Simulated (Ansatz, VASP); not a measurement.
Al2Cu in VASP and in Ansatz

```
Al Cu
1.0
     4.01113    0.00000    0.00000
     0.00000    4.01113    0.00000
     0.00000    0.00000    2.88473
Al Cu
2 1
Cartesian
  2.0056 0.0235 1.4424
  0.0000 1.9019 1.4424
  0.0000 0.0340 0.0000
```

Change from the starting cell: mode 9 frozen in at -0.106 Å, equal normal strain along x and y -0.0267.

Alike in both runs: task single point; functional PBE; k mesh 10 × 10 × 14; occupations gaussian, width 0.15 eV; no spin polarisation.

```csv
,VASP,Ansatz
version,VASP 6.6.1,Ansatz 0.2.0
potentials or method,"VASP PAW PBE potentials, release 64 (Al, Cu), cutoff 520 eV","scalar-relativistic, plane waves, PAW"
valence electrons in the cell,17,25
```

Ansatz gave:

- gap on the k mesh at the Fermi level (eV): none
- pressure (GPa): 6.6
- traceless stress, the component that is largest in VASP (GPa): -1.94
- rms of the force components (eV/Å): 0.637

Task: Which values does VASP return?

Result: gap on the k mesh at the Fermi level (eV): none; pressure (GPa): 7.2; traceless stress, the component that is largest in VASP (GPa): -1.90; rms of the force components (eV/Å): 0.638.

Atom by atom the forces differ by 0.002 eV/Å (rms over components). A gap of «none» marks a metal or a gap that the smearing closes. The functional is the same, so the differences come from potentials, cutoffs and numerics. VASP's potentials hold 17 valence electrons a cell and Ansatz's 25, so a difference there can come from the potentials and not from the codes.
